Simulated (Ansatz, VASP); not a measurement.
## Two plane-wave programs on EuB3H12

```
Eu B H
1.0
    14.74000    0.00000    0.00000
     0.00000   15.42000    0.00000
     0.00000    0.00000   11.00000
Eu B H
1 3 12
Direct
  0.44283 0.49976 0.50018
  0.61218 0.50059 0.50018
  0.35740 0.63954 0.50018
  0.35891 0.35915 0.50018
  0.69442 0.49907 0.50018
  0.57807 0.46229 0.59127
  0.57807 0.46229 0.40909
  0.57984 0.57596 0.50018
  0.31766 0.70839 0.50018
  0.40916 0.63045 0.59127
  0.40916 0.63045 0.40909
  0.30529 0.57509 0.50018
  0.31641 0.29183 0.50018
  0.34126 0.40654 0.59127
  0.34126 0.40654 0.40909
  0.44335 0.34824 0.50018
```

Alike in both runs: task single point; functional PBE; k mesh 1 × 1 × 1; occupations gaussian, width 0.01 eV; collinear spin; Hubbard terms Eu f U = 5.0 eV.

|  | VASP | Ansatz |
| --- | --- | --- |
| version | VASP 6.6.1 | Ansatz 0.2.0 |
| potentials or method | VASP PAW PBE potentials, release 64 (Eu, B, H), cutoff 520 eV | scalar-relativistic, plane waves, PAW |
| valence electrons in the cell | 38 | 38 |

Ansatz gave:

| Item | Value |
| --- | --- |
| gap on the k mesh at the Fermi level (eV) | 1.03 |
| rms of the force components (eV/Å) | 0.140 |
| net moment per atom (μB) | 0.38 |

Q: What did VASP give for the same quantities?

A: gap on the k mesh at the Fermi level (eV): 0.70; rms of the force components (eV/Å): 0.129; net moment per atom (μB): 0.38.

The programs project onto different local orbitals, so the same U acts differently, and such runs can settle in different states. Ansatz's warnings: given moment on shells, reached outside group, stability check not made.

Spin-orbit coupling is off throughout.
